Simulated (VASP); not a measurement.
# Ca12Bi3PN4 (a cell with a defect) in VASP: electric field gradients with PBE

Aim: the electric field gradients of Ca12Bi3PN4 (a cell with a defect) with PBE.

Everything below comes from runs of VASP 6.6.1. Logs are shortened: lines on timing, memory, paths and dates and some standing lists are left out, and cuts for length are marked.

**1. The cell of the first run**

The cell holds a defect, 20 atoms: a = 8.467 Å, b = 8.467 Å, c = 8.467 Å, α = 109.47°, β = 109.47°, γ = 109.47°.

**2. Electric field gradients, PBE**

The input, INCAR:

```
PREC = Accurate
ENCUT = 520
EDIFF = 1E-8
ISMEAR = -1
SIGMA = 0.01
LREAL = Auto
LASPH = True
NELM = 100
ALGO = Normal
ISIF = 2
LWAVE = False
LCHARG = False
GGA = PE
LEFG = True
NBANDS = 111
```

The input, KPOINTS:

```
regular mesh
0
Gamma
  3 3 3
```

The input, POSCAR:

```
Ca12Bi3PN4
1.0
   -4.8884000000      4.8884000000      4.8884000000
    4.8884000000     -4.8884000000      4.8884000000
    4.8884000000      4.8884000000     -4.8884000000
Ca P Bi N
12 1 3 4
Direct
    0.5000000000      0.2500000000      0.2500000000
    0.0000000000      0.7500000000      0.2500000000
    0.0000000000      0.2500000000      0.7500000000
    0.5000000000      0.7500000000      0.7500000000
    0.2500000000      0.5000000000      0.2500000000
    0.7500000000      0.0000000000      0.2500000000
    0.7500000000      0.5000000000      0.7500000000
    0.2500000000      0.0000000000      0.7500000000
    0.2500000000      0.2500000000      0.5000000000
    0.7500000000      0.7500000000      0.5000000000
    0.7500000000      0.2500000000      0.0000000000
    0.2500000000      0.7500000000      0.0000000000
    0.0000000000      0.0000000000      0.0000000000
    0.5000000000      0.5000000000      0.0000000000
    0.5000000000      0.0000000000      0.5000000000
    0.0000000000      0.5000000000      0.5000000000
    0.5000000000      0.5000000000      0.5000000000
    0.0000000000      0.0000000000      0.5000000000
    0.0000000000      0.5000000000      0.0000000000
    0.5000000000      0.0000000000      0.0000000000
```

Potentials or basis: VASP PAW PBE potentials, release 64 (Ca_sv, P, Bi_d, N).

Run with:

```sh
cat potpaw_PBE.64/Ca_sv/POTCAR potpaw_PBE.64/P/POTCAR potpaw_PBE.64/Bi_d/POTCAR potpaw_PBE.64/N/POTCAR > POTCAR
mpirun -np 1 vasp_std > vasp.out
```

OUTCAR:

```text
PREC = Accurate
   ENCUT = 520
   EDIFF = 1E-8
   ISMEAR = -1
   LREAL = Auto
   LASPH = True
   NELM = 100
   ISIF = 2
   GGA = PE

 ion  position               nearest neighbor table
   1  0.500  0.250  0.250-  17 2.44  20 2.44  16 3.46  14 3.46  15 3.46
   2  0.000  0.750  0.250-  18 2.44  19 2.44  15 3.46  16 3.46  14 3.46
   3  0.000  0.250  0.750-  18 2.44  19 2.44  14 3.46  16 3.46  15 3.46
   4  0.500  0.750  0.750-  17 2.44  20 2.44  14 3.46  15 3.46  16 3.46
   5  0.250  0.500  0.250-  17 2.44  19 2.44  16 3.46  14 3.46  15 3.46
   6  0.750  0.000  0.250-  18 2.44  20 2.44  15 3.46  16 3.46  14 3.46
   7  0.750  0.500  0.750-  17 2.44  19 2.44  14 3.46  16 3.46  15 3.46
   8  0.250  0.000  0.750-  18 2.44  20 2.44  14 3.46  15 3.46  16 3.46
   9  0.250  0.250  0.500-  17 2.44  18 2.44  16 3.46  14 3.46  15 3.46
  10  0.750  0.750  0.500-  17 2.44  18 2.44  15 3.46  16 3.46  14 3.46
  11  0.750  0.250  0.000-  19 2.44  20 2.44  14 3.46  16 3.46  15 3.46
  12  0.250  0.750  0.000-  19 2.44  20 2.44  14 3.46  15 3.46  16 3.46
  13  0.000  0.000  0.000-
  14  0.500  0.500  0.000-   1 3.46   2 3.46   4 3.46   5 3.46   6 3.46   7 3.46  10 3.46  11 3.46
                            12 3.46   9 3.46   8 3.46   3 3.46
  15  0.500  0.000  0.500-   1 3.46   3 3.46   4 3.46   6 3.46   7 3.46   8 3.46   9 3.46  10 3.46
                            11 3.46  12 3.46   5 3.46   2 3.46
  16  0.000  0.500  0.500-   2 3.46   3 3.46   4 3.46   5 3.46   7 3.46   8 3.46   9 3.46  10 3.46
                            12 3.46  11 3.46   6 3.46   1 3.46
  17  0.500  0.500  0.500-   1 2.44   4 2.44   5 2.44   7 2.44   9 2.44  10 2.44
  18  0.000  0.000  0.500-   2 2.44   3 2.44   6 2.44   8 2.44   9 2.44  10 2.44
  19  0.000  0.500  0.000-   2 2.44   3 2.44   5 2.44   7 2.44  11 2.44  12 2.44
  20  0.500  0.000  0.000-   1 2.44   4 2.44   6 2.44   8 2.44  11 2.44  12 2.44

  LATTYP: Found a body centered cubic cell.
 ALAT       =     9.7768000000

  Lattice vectors:

 A1 = (  -4.8884000000,   4.8884000000,   4.8884000000)
 A2 = (   4.8884000000,  -4.8884000000,   4.8884000000)
 A3 = (   4.8884000000,   4.8884000000,  -4.8884000000)

Analysis of symmetry for initial positions (statically):
=====================================================================
 Subroutine PRICEL returns:
 Original cell was already a primitive cell.

 Routine SETGRP: Setting up the symmetry group for a
 body centered cubic supercell.

 Subroutine GETGRP returns: Found 48 space group operations
 (whereof 48 operations were pure point group operations)
 out of a pool of 48 trial point group operations.

The static configuration has the point symmetry O_h .

Analysis of symmetry for dynamics (positions and initial velocities):
=====================================================================
 Subroutine PRICEL returns:
 Original cell was already a primitive cell.

 Routine SETGRP: Setting up the symmetry group for a
 body centered cubic supercell.

 Subroutine GETGRP returns: Found 48 space group operations
 (whereof 48 operations were pure point group operations)
 out of a pool of 48 trial point group operations.

The dynamic configuration has the point symmetry O_h .

 Subroutine INISYM returns: Found 48 space group operations
 (whereof 48 operations are pure point group operations),
 and found     1 'primitive' translations

----------------------------------------------------------------------------------------

                                     Primitive cell

  volume of cell :     467.2617

  direct lattice vectors                    reciprocal lattice vectors
    -4.888400000  4.888400000  4.888400000     0.000000000  0.102282956  0.102282956
     4.888400000 -4.888400000  4.888400000     0.102282956  0.000000000  0.102282956
     4.888400000  4.888400000 -4.888400000     0.102282956  0.102282956  0.000000000

  length of vectors
     8.466957168  8.466957168  8.466957168     0.144649943  0.144649943  0.144649943

  position of ions in fractional coordinates (direct lattice)
     0.500000000  0.250000000  0.250000000
     0.000000000  0.750000000  0.250000000
     0.000000000  0.250000000  0.750000000
     0.500000000  0.750000000  0.750000000
     0.250000000  0.500000000  0.250000000
     0.750000000  0.000000000  0.250000000
[... 12 lines left out ...]
     0.000000000  0.500000000  0.000000000
     0.500000000  0.000000000  0.000000000

  ion indices of the primitive-cell ions
   primitive index   ion index
                 1           1
                 2           2
                 3           3
                 4           4
                 5           5
                 6           6
[... 53 lines left out ...]
   NGX,Y,Z   is equivalent  to a cutoff of  12.57, 12.57, 12.57 a.u.
   NGXF,Y,Z  is equivalent  to a cutoff of  25.13, 25.13, 25.13 a.u.
 SYSTEM =  unknown system
   PREC   = accura    normal or accurate (medium, high low for compatibility)
   ISTART =      0    job   : 0-new  1-cont  2-samecut
   ICHARG =      2    charge: 1-file 2-atom 10-const
   ISPIN  =      1    spin polarized calculation?
   LNONCOLLINEAR =      F non collinear calculations
   LSORBIT =      F    spin-orbit coupling
   LASPH  =      T    aspherical Exc in radial PAW
   ENCUT  =  520.0 eV  38.22 Ry    6.18 a.u.  15.74 15.74 15.74*2*pi/ulx,y,z
   NELM   =    100;   NELMIN=  2; NELMDL= -5     # of ELM steps
   EDIFF  = 0.1E-07   stopping-criterion for ELM
   LREAL  =      T    real-space projection
   EDIFFG = 0.1E-06   stopping-criterion for IOM
   NSW    =      0    number of steps for IOM
   IBRION =     -1    ionic relax: 0-MD 1-quasi-New 2-CG
   NFREE  =      0    steps in history (QN), initial steepest desc. (CG)
   ISIF   =      2    stress and relaxation
   ISYM   =      2    0-nonsym 1-usesym 2-fastsym
   POTIM  = 0.5000    time-step for ionic-motion
   TEBEG  =    0.0;   TEEND  =   0.0 temperature during run
   PSTRESS=    0.0 pullay stress
   NELECT =     190.0000    total number of electrons
   NUPDOWN=      -1.0000    fix difference up-down
   EMIN   =  10.00;   EMAX   =-10.00  energy-range for DOS
   EFERMI =   0.00;   METHOD = LEGACY
   ISMEAR =    -1;   SIGMA  =   0.01  broadening in eV -4-tet -1-fermi 0-gaus
   EFERMI_NEDOS =   21; number of points for ismear=-14 and -15
   IALGO  =     38    algorithm
   IMIX   =      4    mixing-type and parameters
     AMIX     =   0.40;   BMIX     =  1.00
     AMIX_MAG =   1.60;   BMIX_MAG =  1.00
  volume/ion in A,a.u.               =      23.36       157.66
  Fermi-wavevector in a.u.,A,eV,Ry     =   1.212847  2.291948 20.014136  1.470997
  Thomas-Fermi vector in A             =   2.348318
   LORBIT       =      0    0 simple, 1 ext, 2 COOP (PROOUT), +10 PAW based schemes
   GGA     = PE    functional components
   LHFCALC =     F    Hartree Fock is set to
   AEXX    =    0.0000 exact exchange contribution
   IVDW    =     0    specifies the selected vdW correction
   LEPSILON=     F    determine dielectric tensor
   LRPA    =     F    only Hartree local field effects (RPA)
 non-spin polarized calculation
  energy-cutoff  :      520.00
  volume of cell :      467.26
 maximum number of plane-waves:     12623
   NGX = 31   NGY = 31   NGZ = 31

 number of electron     189.9999997 magnetization

 Free energy of the ion-electron system (eV)
  ---------------------------------------------------
  ext. energy  EPLUGINS =         0.00000000
  ---------------------------------------------------
  free energy    TOTEN  =       -93.84175507 eV

  energy without entropy =      -93.84175507  energy(sigma->0) =      -93.84175507

 E-fermi :   4.5969     XC(G=0):  -9.5045

 val. band max:        4.3179356687   @ k =   0.0000   0.0000   0.0000
 cond. band min:       4.8293727297   @ k =   0.0000   0.0000   0.0000
 fundamental gap:      0.5114370610
 Fermi energy:         4.5969435771

 k-point     1 :       0.0000    0.0000    0.0000
  band No.  band energies     occupation
      1     -36.1953      2.00000
      2     -36.1468      2.00000
      3     -36.1468      2.00000
      4     -36.1468      2.00000
      5     -36.1467      2.00000
      6     -36.1467      2.00000
[... 429 lines left out ...]
    106       6.7141      0.00000
    107       6.7957      0.00000
 [bands above 107 left out]

------------------------ aborting loop because EDIFF is reached ----------------------------------------

  FORCE on cell =-STRESS in cart. coord.  units (eV):
  Direction    XX          YY          ZZ          XY          YZ          ZX
  --------------------------------------------------------------------------------------
  -------------------------------------------------------------------------------------
  Total       -1.6673943     -1.6673943     -1.6673943      0.0000000      0.0000000      0.0000000
  in kB       -5.7172701     -5.7172701     -5.7172701      0.0000000      0.0000000      0.0000000
  external PRESSURE =      -5.7172701 kB  Pullay stress =       0.0000000 kB

 VOLUME and BASIS-vectors are now :
 -----------------------------------------------------------------------------
  energy-cutoff  :      520.00
  volume of cell :      467.26
      direct lattice vectors                 reciprocal lattice vectors
    -4.888400000  4.888400000  4.888400000     0.000000000  0.102282956  0.102282956
     4.888400000 -4.888400000  4.888400000     0.102282956  0.000000000  0.102282956
     4.888400000  4.888400000 -4.888400000     0.102282956  0.102282956  0.000000000

 POSITION                                       TOTAL-FORCE (eV/Angst)
 -----------------------------------------------------------------------------------
      0.00000      2.44420      2.44420        -0.000000     -0.239614     -0.239614
      4.88840     -2.44420      2.44420        -0.000000     -0.239614      0.239614
      4.88840      2.44420     -2.44420        -0.000000      0.239614     -0.239614
      4.88840      2.44420      2.44420         0.000000      0.239614      0.239614
      2.44420      0.00000      2.44420        -0.239614     -0.000000     -0.239614
     -2.44420      4.88840      2.44420        -0.239614      0.000000      0.239614
[... 12 lines left out ...]
      2.44420     -2.44420      2.44420        -0.000000      0.000000      0.000000
     -2.44420      2.44420      2.44420        -0.000000      0.000000      0.000000
 -----------------------------------------------------------------------------------
    total drift:                                0.000000      0.000000     -0.000000

  FREE ENERGIE OF THE ION-ELECTRON SYSTEM (eV)
  ---------------------------------------------------
  free  energy   TOTEN  =       -93.8417550702 eV

  energy  without entropy=      -93.8417550702  energy(sigma->0) =      -93.84175507

 Electric field gradients (V/A^2)
---------------------------------------------------------------------
 ion       V_xx      V_yy      V_zz      V_xy      V_xz      V_yz
---------------------------------------------------------------------
   1     -90.101    45.051    45.051    -0.000    -0.000     1.454
   2     -90.101    45.051    45.051    -0.000    -0.000    -1.455
   3     -90.101    45.051    45.051    -0.000    -0.000    -1.455
   4     -90.101    45.051    45.051    -0.000    -0.000     1.454
   5      45.051   -90.101    45.051    -0.000     1.454    -0.000
   6      45.051   -90.101    45.051    -0.000    -1.455    -0.000
[... 12 lines left out ...]
  19      -0.000     0.000    -0.000     1.088    -1.091     1.088
  20       0.000    -0.000    -0.000     1.088     1.088    -1.091
---------------------------------------------------------------------

 Electric field gradients after diagonalization (V/A^2)
 (convention: |V_zz| > |V_xx| > |V_yy|)
----------------------------------------------------------------------
 ion       V_xx      V_yy      V_zz     asymmetry (V_yy - V_xx)/ V_zz
----------------------------------------------------------------------
   1      46.505    43.596   -90.101       0.032
   2      46.506    43.596   -90.101       0.032
   3      46.506    43.596   -90.101       0.032
   4      46.505    43.596   -90.101       0.032
   5      46.505    43.596   -90.101       0.032
   6      46.506    43.596   -90.101       0.032
[... 12 lines left out ...]
  19       1.091     1.087    -2.177       0.002
  20       1.091     1.087    -2.177       0.002
----------------------------------------------------------------------

           NMR quadrupolar parameters

 Cq : quadrupolar parameter    Cq=e*Q*V_zz/h
 eta: asymmetry parameters     (V_yy - V_xx)/ V_zz
 Q  : nuclear electric quadrupole moment in mb (millibarn)
----------------------------------------------------------------------
 ion       Cq(MHz)       eta       Q (mb)
----------------------------------------------------------------------
   1      -0.218       0.032       1.000
   2      -0.218       0.032       1.000
   3      -0.218       0.032       1.000
   4      -0.218       0.032       1.000
   5      -0.218       0.032       1.000
   6      -0.218       0.032       1.000
[... 12 lines left out ...]
  19      -0.005       0.002       1.000
  20      -0.005       0.002       1.000
----------------------------------------------------------------------
```

It took 15 min on 1 thread of Intel Xeon Platinum 8259CL at 2.50GHz (Skylake/Cascade Lake), shared host; peak memory 0.65 GiB.

What came out:

* Free energy: -93.8418 eV
* Pressure: -0.6 GPa
* Largest force: 0.339 eV/Å
* Band gap on the k mesh: 0.51 eV
* Largest electric field gradient by atom: Ca -90.1; P +0.0; Bi -14.6; N -2.2 V/Å²

Forces on the atoms (eV/Å):
```
Ca   0.000 -0.240 -0.240
Ca   0.000 -0.240  0.240
Ca   0.000  0.240 -0.240
Ca   0.000  0.240  0.240
Ca  -0.240  0.000 -0.240
Ca  -0.240  0.000  0.240
Ca   0.240  0.000  0.240
Ca   0.240  0.000 -0.240
Ca  -0.240 -0.240  0.000
Ca   0.240  0.240  0.000
Ca  -0.240  0.240  0.000
Ca   0.240 -0.240  0.000
P    0.000  0.000  0.000
Bi   0.000  0.000  0.000
Bi   0.000  0.000  0.000
Bi   0.000  0.000  0.000
N    0.000  0.000  0.000
N    0.000  0.000  0.000
N    0.000  0.000  0.000
N    0.000  0.000  0.000
```

Electric field gradients, principal values (V/Å²):
```tsv
atom	least	middle	greatest (by size)
1 Ca	43.596	46.505	-90.101
2 Ca	43.596	46.506	-90.101
3 Ca	43.596	46.506	-90.101
4 Ca	43.596	46.505	-90.101
5 Ca	43.596	46.505	-90.101
6 Ca	43.596	46.506	-90.101
7 Ca	43.596	46.505	-90.101
8 Ca	43.596	46.506	-90.101
9 Ca	43.596	46.505	-90.101
10 Ca	43.596	46.505	-90.101
11 Ca	43.596	46.506	-90.101
12 Ca	43.596	46.506	-90.101
13 P	-0.001	-0.001	0.002
14 Bi	7.291	7.295	-14.586
15 Bi	7.291	7.295	-14.586
16 Bi	7.291	7.295	-14.586
17 N	1.091	1.091	-2.182
18 N	1.087	1.091	-2.177
19 N	1.087	1.091	-2.177
20 N	1.087	1.091	-2.177
```

Caveat: without QUAD_EFG the Cq values of the log hold for a quadrupole moment of 1 mb, not for the nuclei; spin-orbit coupling is left out, which moves the levels of the heavy elements.
